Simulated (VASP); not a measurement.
Write the native input for VASP 6.6.1 that does the following.

```
Task                   : relaxation of cell and atoms
Functional             : PBE
Potentials or basis    : VASP PAW PBE potentials, release 64 (Mg, O)
Cutoff                 : 600 eV
k mesh                 : 12 × 12 × 6
Occupations            : fermi-dirac, width 0.02 eV
Spin                   : no spin polarisation
Dipole correction      : no
Further INCAR settings : ALGO = Normal; EDIFF = 1e-06; IBRION = 2; EDIFFG = -0.005; NSW = 80; ISIF = 3
```

The structure of MgO lies in POSCAR:

```
MgO
1.0
    2.8337912100      0.0000000000      0.0000000000
   -1.4168956050      2.4541351769      0.0000000000
    0.0000000000      0.0000000000      4.6190796723
Mg O
2 2
Direct
    0.0000000000      0.0000000000      0.0000000000
    0.0000000000      0.0000000000      0.5000000000
    0.3333333333      0.6666666667      0.2500000000
    0.6666666667      0.3333333333      0.7500000000
```

The input as run:

INCAR

```
  ALGO = Normal
  EDIFF = 1E-6
  EDIFFG = -0.005
  ENCUT = 600
  GGA = PE
  IBRION = 2
  ISIF = 3
  ISMEAR = -1
  LASPH = True
  LCHARG = False
  LREAL = False
  LWAVE = False
  NELM = 100
  NSW = 80
  PREC = Accurate
  SIGMA = 0.02
```

KPOINTS

```
k-points
0
Gamma
  12 12 6
```

Potentials or basis: VASP PAW PBE potentials, release 64 (Mg, O).

Launch:

```sh
$ cat potpaw_PBE.64/Mg/POTCAR potpaw_PBE.64/O/POTCAR > POTCAR
$ mpirun -np 1 vasp_std > vasp.out
```

Results of the run:

```
Relaxed volume                        : 9.72 Å³/atom
Relaxed cell                          : a = 2.953 Å, b = 2.953 Å, c = 5.148 Å, α = 90.00°, β = 90.00°, γ = 120.00°
Space group after relaxing (to 0.1 Å) : P6_3/mmc (No. 194)
Energy gained by relaxing             : 237.7 meV/atom
Ionic steps                           : 8
Pressure after relaxing               : 0.0 GPa
Band gap on the k mesh                : 4.16 eV
```

Caveat: the volume moved by over 15 % at a fixed basis, so the end points are rough.

Wall time 110 s on 1 thread of AMD EPYC 7R13 Processor (Zen 3), on a shared host, peak memory 0.16 GiB.
